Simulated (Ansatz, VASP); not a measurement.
# Cu: VASP beside Ansatz

Contents of INCAR:

```
SYSTEM = Cu
PREC     = Accurate       ! precision mode
ENCUT    = 520            ! plane-wave cutoff, eV
EDIFF    = 1E-6           ! SCF threshold, eV
ISMEAR   = 0              ! smearing method
SIGMA    = 0.1            ! smearing width, eV
LREAL    = .FALSE.        ! projectors in reciprocal space
LASPH    = .TRUE.         ! aspherical terms in the spheres
NELM     = 100            ! most SCF steps
ALGO     = Normal         ! electronic algorithm
ISIF     = 2              ! what is computed and relaxed
LWAVE    = .FALSE.        ! write WAVECAR
LCHARG   = .FALSE.        ! write CHGCAR
LDIPOL   = .TRUE.       
IDIPOL   = 3            
DIPOL    = 0.5 0.5 0.500
GGA      = PS             ! functional
NBANDS   = 48             ! bands
```

Contents of KPOINTS:

```
Automatic mesh
0
G
  15 15 1
  0 0 0
```

Contents of POSCAR:

```
Cu
1.0
    2.5205910253      0.0000000000      0.0000000000
   -1.2602955127      2.1828958605      0.0000000000
    0.0000000000      0.0000000000     27.3495698005
Cu
7
Direct
    0.6666666667      0.3333333333      0.2742273482
    0.3333333333      0.6666666667      0.3494848988
    0.6666666667      0.3333333333      0.4247424494
    0.3333333333      0.6666666667      0.5000000000
    0.6666666667      0.3333333333      0.5752575506
    0.3333333333      0.6666666667      0.6505151012
    0.6666666667      0.3333333333      0.7257726518
```

Input for Ansatz:

```yaml
crystal:
  lattice:
    - [2.5205910253, 0.0, 0.0]
    - [-1.2602955127, 2.1828958605, 0.0]
    - [0.0, 0.0, 27.3495698005]
  atoms:
    - { symbol: Cu, position: [0.6666666667, 0.3333333333, 0.2742273482] }
    - { symbol: Cu, position: [0.3333333333, 0.6666666667, 0.3494848988] }
    - { symbol: Cu, position: [0.6666666667, 0.3333333333, 0.4247424494] }
    - { symbol: Cu, position: [0.3333333333, 0.6666666667, 0.5] }
    - { symbol: Cu, position: [0.6666666667, 0.3333333333, 0.5752575506] }
    - { symbol: Cu, position: [0.3333333333, 0.6666666667, 0.6505151012] }
    - { symbol: Cu, position: [0.6666666667, 0.3333333333, 0.7257726518] }
basis:
  ecutwfc: 420
kpoints:
  mp_grid: { grid: [15, 15, 1] }
hamiltonian:
  xc: pbesol
scf:
  occupations: { method: gaussian, width: 0.1 }
output:
  forces: true
  stress: true
  eigenvalues: true
  write_density: true
  write_potential: true
  elf: true
  volumetric_format: npy
efield:
  axis: 3
  dipole_correction: true
  ramp_width: 0.04
```

Alike in both runs: task single point; functional PBEsol; k mesh 15 × 15 × 1; occupations gaussian, width 0.1 eV; no spin polarisation.

```csv
,VASP,Ansatz
version,VASP 6.6.1,Ansatz 0.2.0
potentials or method,"VASP PAW PBE potentials, release 64 (Cu), cutoff 520 eV","scalar-relativistic, plane waves, PAW"
valence electrons in the cell,77,133
```

Ansatz gave:

| Property | Result |
| --- | --- |
| gap on the k mesh at the Fermi level (eV) | none |
| rms of the force components (eV/Å) | 0.038 |

Task: Estimate VASP's values.

Result: gap on the k mesh at the Fermi level (eV): none; rms of the force components (eV/Å): 0.035.

VASP's potentials were made for PBE, not for PBEsol. Atom by atom the forces differ by 0.008 eV/Å (rms over components). A gap of «none» marks a metal or a gap that the smearing closes. VASP's potentials hold 77 valence electrons a cell and Ansatz's 133, so a difference there can come from the potentials and not from the codes. Ansatz's warnings: xc potential rough in thin density.
